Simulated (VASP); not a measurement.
Set up this calculation in VASP 6.6.1, as the native input.

```yaml
Task: relaxation of cell and atoms
Functional: PBE
Potentials_or_basis: VASP PAW PBE potentials, release 64 (Nb_sv, Si, O)
Cutoff: 600 eV
k_mesh: 6 × 6 × 4
Occupations: gaussian, width 0.1 eV
Spin: collinear spin
Starting_moments: "[0.69, 0.0, 0.02, 0.02, -0.03, -0.03] μB"
Dipole_correction: no
Further_INCAR_settings: ALGO = Normal; EDIFF = 1e-06; IBRION = 2; EDIFFG = -0.04; NSW = 90; ISIF = 3
```

The structure of NbSiO4 lies in POSCAR:

```
NbSiO4
1.0
    3.2670780500      0.0000000000      0.0000000000
    0.0000000000      3.2670780500      0.0000000000
    0.0000000000      0.0000000000      5.7420966400
Nb Si O
1 1 4
Direct
    0.5000000000      0.5000000000      0.5000000000
    0.0000000000      0.0000000000      0.0000000000
    0.5000000000      0.0000000000      0.0000000000
    0.0000000000      0.5000000000      0.0000000000
    0.0000000000      0.0000000000      0.2737000000
    0.0000000000      0.0000000000      0.7263000000
```

The cell was generated, and may not be a known phase.

One way to write it, as run:

INCAR

```
SYSTEM = NbSiO4
ALGO = Normal ; EDIFF = 1E-6
EDIFFG = -0.04 ; ENCUT = 600
GGA = PE ; IBRION = 2
ISIF = 3 ; ISMEAR = 0
ISPIN = 2 ; LASPH = .TRUE.
LCHARG = .FALSE. ; LMAXMIX = 4
LORBIT = 11 ; LREAL = .FALSE.
LWAVE = .FALSE. ; MAGMOM = 0.69 0 0.02 0.02 -0.03 -0.03
NELM = 150 ; NSW = 90
PREC = Accurate ; SIGMA = 0.1
```

KPOINTS

```
k-points
0
G
  6 6 4
  0 0 0
```

Potentials or basis: VASP PAW PBE potentials, release 64 (Nb_sv, Si, O).

Run with:

```bash
$ cat potpaw_PBE.64/Nb_sv/POTCAR potpaw_PBE.64/Si/POTCAR potpaw_PBE.64/O/POTCAR > POTCAR
$ mpirun -np 1 vasp_std > vasp.out
```

Results of the run:

- Relaxed volume: 10.59 Å³/atom
- Relaxed cell: a = 3.173 Å, b = 3.173 Å, c = 6.310 Å, α = 90.00°, β = 90.00°, γ = 90.00°
- Space group after relaxing (to 0.1 Å): P4/mmm (No. 123)
- Energy gained by relaxing: 492.1 meV/atom
- Ionic steps: 11
- Pressure after relaxing: -0.3 GPa
- Largest force after relaxing: 0.027 eV/Å
- Net moment: 0.93 μB per cell
- Site moments: Nb +0.73; Si +0.00; O +0.02, -0.03 (each value once) μB
- Valence electrons inside the program's atomic spheres: Nb 10.16; Si 1.69; O 5.29, 4.91 (each value once)

It took 28 min on 1 thread of Intel Xeon 8259CL, on a shared host, peak memory 0.29 GiB.
